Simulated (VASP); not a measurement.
# SrCd (Pm-3m) in VASP: single point with LDA

Aim: the single point of SrCd with LDA.

Everything below comes from runs of VASP 6.6.1. Logs are shortened: lines on timing, memory, paths and dates and some standing lists are left out, and cuts for length are marked.

### Step 1. The cell of the first run

Symmetry: Pm-3m, No. 221, cubic system. The conventional cell has a = 4.003 Å, b = 4.003 Å, c = 4.003 Å, α = 90.00°, β = 90.00°, γ = 90.00°. Within 4.6 Å of Sr (site symmetry m-3m) lie 8 Cd at 3.47 Å and 6 Sr at 4.00 Å. Within 4.6 Å of Cd (site symmetry m-3m) lie 8 Sr at 3.47 Å and 6 Cd at 4.00 Å.

### Step 2. Single point, LDA

The input, INCAR:

```
PREC = Accurate
ENCUT = 500
EDIFF = 1E-6
ISMEAR = 0
SIGMA = 0.15
LREAL = False
LASPH = True
NELM = 120
ALGO = Normal
ISIF = 2
LWAVE = False
LCHARG = True
GGA = CA
LELF = True
LVHAR = True
NBANDS = 18
GGA_COMPAT = False
```

The input, KPOINTS:

```
regular mesh
0
Gamma
  12 12 12
```

The input, POSCAR:

```
SrCd
1.0
    4.0030000000      0.0000000000      0.0000000000
    0.0000000000      4.0030000000      0.0000000000
    0.0000000000      0.0000000000      4.0030000000
Sr Cd
1 1
Direct
    0.5000000000      0.5000000000      0.5000000000
    0.0000000000      0.0000000000      0.0000000000
```

Potentials or basis: VASP PAW LDA potentials, release 64 (Sr_sv, Cd).

Started as:

```console
$ cat potpaw_LDA.64/Sr_sv/POTCAR potpaw_LDA.64/Cd/POTCAR > POTCAR
$ mpirun -np 1 vasp_std > vasp.out
```

OUTCAR:

```text
PREC = Accurate
   ENCUT = 500
   EDIFF = 1E-6
   ISMEAR = 0
   LREAL = False
   LASPH = True
   NELM = 120
   ISIF = 2
   GGA = CA

 ion  position               nearest neighbor table
   1  0.500  0.500  0.500-   2 3.47   2 3.47   2 3.47   2 3.47   2 3.47   2 3.47   2 3.47   2 3.47

   2  0.000  0.000  0.000-   1 3.47   1 3.47   1 3.47   1 3.47   1 3.47   1 3.47   1 3.47   1 3.47

  LATTYP: Found a simple cubic cell.
 ALAT       =     4.0030000000

  Lattice vectors:

 A1 = (   4.0030000000,   0.0000000000,   0.0000000000)
 A2 = (   0.0000000000,   4.0030000000,   0.0000000000)
 A3 = (   0.0000000000,   0.0000000000,   4.0030000000)

Analysis of symmetry for initial positions (statically):
=====================================================================
 Subroutine PRICEL returns:
 Original cell was already a primitive cell.

 Routine SETGRP: Setting up the symmetry group for a
 simple cubic supercell.

 Subroutine GETGRP returns: Found 48 space group operations
 (whereof 48 operations were pure point group operations)
 out of a pool of 48 trial point group operations.

The static configuration has the point symmetry O_h .

Analysis of symmetry for dynamics (positions and initial velocities):
=====================================================================
 Subroutine PRICEL returns:
 Original cell was already a primitive cell.

 Routine SETGRP: Setting up the symmetry group for a
 simple cubic supercell.

 Subroutine GETGRP returns: Found 48 space group operations
 (whereof 48 operations were pure point group operations)
 out of a pool of 48 trial point group operations.

The dynamic configuration has the point symmetry O_h .

 Subroutine INISYM returns: Found 48 space group operations
 (whereof 48 operations are pure point group operations),
 and found     1 'primitive' translations

----------------------------------------------------------------------------------------

                                     Primitive cell

  volume of cell :      64.1441

  direct lattice vectors                    reciprocal lattice vectors
     4.003000000  0.000000000  0.000000000     0.249812641  0.000000000  0.000000000
     0.000000000  4.003000000  0.000000000     0.000000000  0.249812641  0.000000000
     0.000000000  0.000000000  4.003000000     0.000000000  0.000000000  0.249812641

  length of vectors
     4.003000000  4.003000000  4.003000000     0.249812641  0.249812641  0.249812641

  position of ions in fractional coordinates (direct lattice)
     0.500000000  0.500000000  0.500000000
     0.000000000  0.000000000  0.000000000

  ion indices of the primitive-cell ions
   primitive index   ion index
                 1           1
                 2           2

----------------------------------------------------------------------------------------

 KPOINTS: regular mesh

Automatic generation of k-mesh.
 Grid dimensions read from file:
 generate k-points for:   12   12   12

 Generating k-lattice:

  Cartesian coordinates                     Fractional coordinates (reciprocal lattice)
     0.020817720  0.000000000  0.000000000     0.083333333  0.000000000  0.000000000
     0.000000000  0.020817720  0.000000000     0.000000000  0.083333333  0.000000000
     0.000000000  0.000000000  0.020817720     0.000000000  0.000000000  0.083333333

  Length of vectors
     0.020817720  0.020817720  0.020817720

  Shift w.r.t. Gamma in fractional coordinates (k-lattice)
     0.000000000  0.000000000  0.000000000

 Subroutine IBZKPT returns following result:
 ===========================================

 Found     84 irreducible k-points:

 Following reciprocal coordinates:
            Coordinates               Weight
  0.000000  0.000000  0.000000      1.000000
  0.083333  0.000000  0.000000      6.000000
  0.166667  0.000000  0.000000      6.000000
  0.250000  0.000000  0.000000      6.000000
  0.333333  0.000000  0.000000      6.000000
  0.416667  0.000000  0.000000      6.000000
[... 16 lines left out ...]
  0.333333  0.333333  0.000000     12.000000
  0.416667  0.333333  0.000000     24.000000
 [... further k-points ...]
   k-points           NKPTS =     84   k-points in BZ     NKDIM =     84   number of bands    NBANDS=     18
   number of dos      NEDOS =    301   number of ions     NIONS =      2
   total plane-waves  NPLWV =  27000
   dimension x,y,z NGX =    30 NGY =   30 NGZ =   30
   dimension x,y,z NGXF=    60 NGYF=   60 NGZF=   60
   ions per type =               1   1
   NGX,Y,Z   is equivalent  to a cutoff of  12.46, 12.46, 12.46 a.u.
   NGXF,Y,Z  is equivalent  to a cutoff of  24.92, 24.92, 24.92 a.u.
 SYSTEM =  unknown system
   PREC   = accura    normal or accurate (medium, high low for compatibility)
   ISTART =      0    job   : 0-new  1-cont  2-samecut
   ICHARG =      2    charge: 1-file 2-atom 10-const
   ISPIN  =      1    spin polarized calculation?
   LNONCOLLINEAR =      F non collinear calculations
   LSORBIT =      F    spin-orbit coupling
   LASPH  =      T    aspherical Exc in radial PAW
   ENCUT  =  500.0 eV  36.75 Ry    6.06 a.u.   7.30  7.30  7.30*2*pi/ulx,y,z
   NELM   =    120;   NELMIN=  2; NELMDL= -5     # of ELM steps
   EDIFF  = 0.1E-05   stopping-criterion for ELM
   LREAL  =      F    real-space projection
   EDIFFG = 0.1E-04   stopping-criterion for IOM
   NSW    =      0    number of steps for IOM
   IBRION =     -1    ionic relax: 0-MD 1-quasi-New 2-CG
   NFREE  =      0    steps in history (QN), initial steepest desc. (CG)
   ISIF   =      2    stress and relaxation
   ISYM   =      2    0-nonsym 1-usesym 2-fastsym
   POTIM  = 0.5000    time-step for ionic-motion
   TEBEG  =    0.0;   TEEND  =   0.0 temperature during run
   PSTRESS=    0.0 pullay stress
   NELECT =      22.0000    total number of electrons
   NUPDOWN=      -1.0000    fix difference up-down
   EMIN   =  10.00;   EMAX   =-10.00  energy-range for DOS
   EFERMI =   0.00;   METHOD = LEGACY
   ISMEAR =     0;   SIGMA  =   0.15  broadening in eV -4-tet -1-fermi 0-gaus
   EFERMI_NEDOS =   21; number of points for ismear=-14 and -15
   IALGO  =     38    algorithm
   IMIX   =      4    mixing-type and parameters
     AMIX     =   0.40;   BMIX     =  1.00
     AMIX_MAG =   1.60;   BMIX_MAG =  1.00
  volume/ion in A,a.u.               =      32.07       216.43
  Fermi-wavevector in a.u.,A,eV,Ry     =   1.145944  2.165521 17.867009  1.313188
  Thomas-Fermi vector in A             =   2.282631
   LORBIT       =      0    0 simple, 1 ext, 2 COOP (PROOUT), +10 PAW based schemes
   GGA     = CA    functional components
   LHFCALC =     F    Hartree Fock is set to
   AEXX    =    0.0000 exact exchange contribution
   IVDW    =     0    specifies the selected vdW correction
   LEPSILON=     F    determine dielectric tensor
   LRPA    =     F    only Hartree local field effects (RPA)
 non-spin polarized calculation
 Gauss-broadening in eV      SIGMA  =   0.15
  energy-cutoff  :      500.00
  volume of cell :       64.14
 maximum number of plane-waves:      1654
 NGX is ok and might be reduce to    30
   NGX = 15   NGY = 15   NGZ = 15

 number of electron      21.9999998 magnetization

 Free energy of the ion-electron system (eV)
  ---------------------------------------------------
  ext. energy  EPLUGINS =         0.00000000
  ---------------------------------------------------
  free energy    TOTEN  =        -4.08535256 eV

  energy without entropy =       -4.06597704  energy(sigma->0) =       -4.07566480

 E-fermi :   2.0870     XC(G=0):  -9.4359

 val. band max:        2.0672040487   @ k =   0.2500   0.0833   0.0833
 cond. band min:       2.0927883228   @ k =   0.5000   0.5000   0.0000
 fundamental gap:      0.0255842741
 Fermi energy:         2.0869941208

 k-point     1 :       0.0000    0.0000    0.0000
  band No.  band energies     occupation
      1     -33.5218      2.00000
      2     -15.5587      2.00000
      3     -15.5587      2.00000
      4     -15.5587      2.00000
      5      -6.5564      2.00000
      6      -6.5564      2.00000
[... 10 lines left out ...]
     17       7.2385      0.00000
     18       7.2385      0.00000

 k-point     2 :       0.0833    0.0000    0.0000
  band No.  band energies     occupation
      1     -33.5210      2.00000
      2     -15.5750      2.00000
      3     -15.5575      2.00000
      4     -15.5575      2.00000
      5      -6.5546      2.00000
      6      -6.5448      2.00000
[... 10 lines left out ...]
     17       7.5567      0.00000
     18       7.5567      0.00000

 k-point     3 :       0.1667    0.0000    0.0000
  band No.  band energies     occupation
      1     -33.5187      2.00000
      2     -15.6192      2.00000
      3     -15.5543      2.00000
      4     -15.5543      2.00000
      5      -6.5495      2.00000
      6      -6.5130      2.00000
[... 10 lines left out ...]
     17       8.1766      0.00000
     18       8.1766      0.00000

 k-point     4 :       0.2500    0.0000    0.0000
  band No.  band energies     occupation
      1     -33.5156      2.00000
      2     -15.6787      2.00000
      3     -15.5500      2.00000
      4     -15.5500      2.00000
      5      -6.5425      2.00000
      6      -6.4696      2.00000
[... 10 lines left out ...]
     17       8.8945      0.00000
     18       8.8945      0.00000

 k-point     5 :       0.3333    0.0000    0.0000
  band No.  band energies     occupation
      1     -33.5125      2.00000
      2     -15.7371      2.00000
      3     -15.5456      2.00000
      4     -15.5456      2.00000
      5      -6.5355      2.00000
      6      -6.4297      2.00000
[... 10 lines left out ...]
     17       9.6808      0.00000
     18       9.6830      0.00000

 k-point     6 :       0.4167    0.0000    0.0000
  band No.  band energies     occupation
      1     -33.5102      2.00000
      2     -15.7792      2.00000
      3     -15.5424      2.00000
      4     -15.5424      2.00000
      5      -6.5304      2.00000
      6      -6.4352      2.00000
[... 10 lines left out ...]
     17       9.4351      0.00000
     18      10.4190      0.00000

 k-point     7 :       0.5000    0.0000    0.0000
  band No.  band energies     occupation
      1     -33.5093      2.00000
      2     -15.7945      2.00000
      3     -15.5412      2.00000
      4     -15.5412      2.00000
      5      -6.5285      2.00000
      6      -6.4373      2.00000
[... 10 lines left out ...]
     17       9.2941      0.00000
     18       9.9405      0.00000

 k-point     8 :       0.0833    0.0833    0.0000
  band No.  band energies     occupation
      1     -33.5202      2.00000
      2     -15.5754      2.00000
      3     -15.5721      2.00000
      4     -15.5563      2.00000
      5      -6.5480      2.00000
      6      -6.5380      2.00000
[... 10 lines left out ...]
     17       7.5108      0.00000
     18       7.8927      0.00000
[... 229 lines left out ...]
     17       7.5335      0.00000
     18       9.8909      0.00000

 k-point    20 :       0.3333    0.2500    0.0000
  band No.  band energies     occupation
      1     -33.5065      2.00000
      2     -15.7197      2.00000
      3     -15.6557      2.00000
      4     -15.5344      2.00000
      5      -6.4937      2.00000
      6      -6.4836      2.00000
[... 10 lines left out ...]
     17       7.7687      0.00000
     18      10.0436      0.00000

 k-point    21 :       0.4167    0.2500    0.0000
  band No.  band energies     occupation
      1     -33.5042      2.00000
      2     -15.7595      2.00000
      3     -15.6506      2.00000
      4     -15.5306      2.00000
      5      -6.4973      2.00000
      6      -6.4892      2.00000
[... 10 lines left out ...]
     17       8.1680      0.00000
     18       9.5167      0.00000

 k-point    22 :       0.5000    0.2500    0.0000
  band No.  band energies     occupation
      1     -33.5034      2.00000
      2     -15.7739      2.00000
      3     -15.6487      2.00000
      4     -15.5292      2.00000
      5      -6.5022      2.00000
      6      -6.4878      2.00000
[... 10 lines left out ...]
     17       8.7980      0.00000
     18       8.8685      0.00000

 k-point    23 :       0.3333    0.3333    0.0000
  band No.  band energies     occupation
      1     -33.5035      2.00000
      2     -15.7150      2.00000
      3     -15.7056      2.00000
      4     -15.5288      2.00000
      5      -6.5087      2.00000
      6      -6.4835      2.00000
[... 10 lines left out ...]
     17       7.7349      0.00000
     18       9.5456      0.00000

 k-point    24 :       0.4167    0.3333    0.0000
  band No.  band energies     occupation
      1     -33.5013      2.00000
      2     -15.7495      2.00000
      3     -15.7036      2.00000
      4     -15.5247      2.00000
      5      -6.5264      2.00000
      6      -6.4786      2.00000
[... 10 lines left out ...]
     17       8.0788      0.00000
     18       9.0512      0.00000

 [... further k-points ...]
[... 5 lines left out ...]
  --------------------------------------------------------------------------------------
  -------------------------------------------------------------------------------------
  Total       -0.8116520     -0.8116520     -0.8116520      0.0000000      0.0000000      0.0000000
  in kB      -20.2732644    -20.2732644    -20.2732644      0.0000000      0.0000000      0.0000000
  external PRESSURE =     -20.2732644 kB  Pullay stress =       0.0000000 kB

 VOLUME and BASIS-vectors are now :
 -----------------------------------------------------------------------------
  energy-cutoff  :      500.00
  volume of cell :       64.14
      direct lattice vectors                 reciprocal lattice vectors
     4.003000000  0.000000000  0.000000000     0.249812641  0.000000000  0.000000000
     0.000000000  4.003000000  0.000000000     0.000000000  0.249812641  0.000000000
     0.000000000  0.000000000  4.003000000     0.000000000  0.000000000  0.249812641

 POSITION                                       TOTAL-FORCE (eV/Angst)
 -----------------------------------------------------------------------------------
      2.00150      2.00150      2.00150         0.000000      0.000000      0.000000
      0.00000      0.00000      0.00000         0.000000      0.000000      0.000000
 -----------------------------------------------------------------------------------
    total drift:                                0.000000      0.000000     -0.000000

  FREE ENERGIE OF THE ION-ELECTRON SYSTEM (eV)
  ---------------------------------------------------
  free  energy   TOTEN  =        -4.0853525603 eV

  energy  without entropy=       -4.0659770381  energy(sigma->0) =       -4.07566480
```

It took 30 s on 1 thread of Intel Xeon 6975P-C (Granite Rapids), shared host; peak memory 0.21 GiB.

What came out:

```
Free energy            : -4.0854 eV
Pressure               : -2.0 GPa
Band gap on the k mesh : zero (band 11 reaches 3.39 eV, above the bottom of band 12 at 1.28 eV)
```

Levels at points of the mesh, in eV from the Fermi level:
```csv
k point,band 9,band 10,band 11,band 12,band 13,band 14
"(0.00, 0.00, 0.00)",-8.49,-5.85,1.31,1.31,3.98,3.98
"(0.50, 0.00, 0.00)",-8.47,-3.64,-2.44,1.69,2.19,2.19
"(0.50, 0.50, 0.00)",-8.36,-3.20,0.01,0.01,1.08,3.81
"(0.50, 0.50, 0.50)",-8.36,-0.87,-0.81,-0.81,-0.81,4.66
```
